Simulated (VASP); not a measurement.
The system is Sr2SnO3.

```
CELL_PARAMETERS angstrom
2.53417 -3.22873 0.00000
2.53417 3.22873 0.00000
0.00000 0.00000 8.31682
ATOMIC_POSITIONS crystal
Sr 0.50000 0.50000 0.65928
Sr 0.50000 0.50000 0.34072
Sn 0.00000 0.00000 0.00000
O 0.00000 0.50000 0.00000
O 0.50000 0.00000 0.00000
O 0.50000 0.50000 0.00000
```

The cell was generated, and may not be a known phase.

- Program: VASP 6.6.1
- Task: relaxation of cell and atoms
- Functional: PBE
- Potentials or basis: VASP PAW PBE potentials, release 64 (Sr_sv, Sn_d, O)
- Cutoff: 600 eV
- k mesh: 4 × 4 × 2
- Occupations: gaussian, width 0.1 eV
- Spin: no spin polarisation

At the start: pressure 7.8 GPa; volume 22.68 Å³/atom.

Problem. How do energy, volume and symmetry change on relaxing?

Solution. Over 17 steps the energy falls by 804.3 meV/atom and the volume is 29.10 Å³/atom (+28.3 %); space group Cmmm (No. 65, to 0.1 Å) before and after.

The path:
```tsv
step	energy change (eV)	largest force (eV/Å)	pressure (GPa)	volume (Å³)
1	0.0000	4.9315	7.78	136.10
2	-2.5070	3.4161	-1.90	158.75
3	-3.4050	2.8817	-4.66	176.89
4	-3.6774	0.9907	-5.07	216.44
5	-3.8015	2.1855	-5.49	195.43
6	-3.5782	5.5615	6.17	172.79
7	-4.4923	0.0529	-1.57	183.20
8	-4.4936	0.1511	-1.41	182.89
9	-4.7510	0.1059	-0.30	173.99
10	-4.7728	0.1704	0.25	171.04
11	-4.7732	0.1772	0.31	170.64
12	-4.8004	0.0279	0.37	171.57
13	-4.8146	0.3633	0.54	173.46
14	-4.8172	0.2430	0.48	172.95
15	-4.8222	0.1687	-0.50	176.36
16	-4.8249	0.0229	-0.14	175.09
17	-4.8258	0.0263	-0.05	174.60
```

Final structure:
```xyz
6
Lattice="3.1406 -3.3503 0.0000 3.1406 3.3503 0.0000 0.0000 0.0000 8.2969" Properties=species:S:1:pos:R:3 pbc="T T T"
Sr    3.1406    0.0000    6.2077
Sr    3.1406    0.0000    2.0892
Sn    0.0000    0.0000    8.2969
O     1.5703    1.6752    8.2969
O     1.5703   -1.6752    8.2969
O     3.1406    0.0000    8.2969
```

Caveat: the k points lie up to 0.38 Å⁻¹ apart in the final cell, too coarse for converged energies and pressures of a metal; the volume moved by over 15 % at a fixed basis, so the end points are rough.
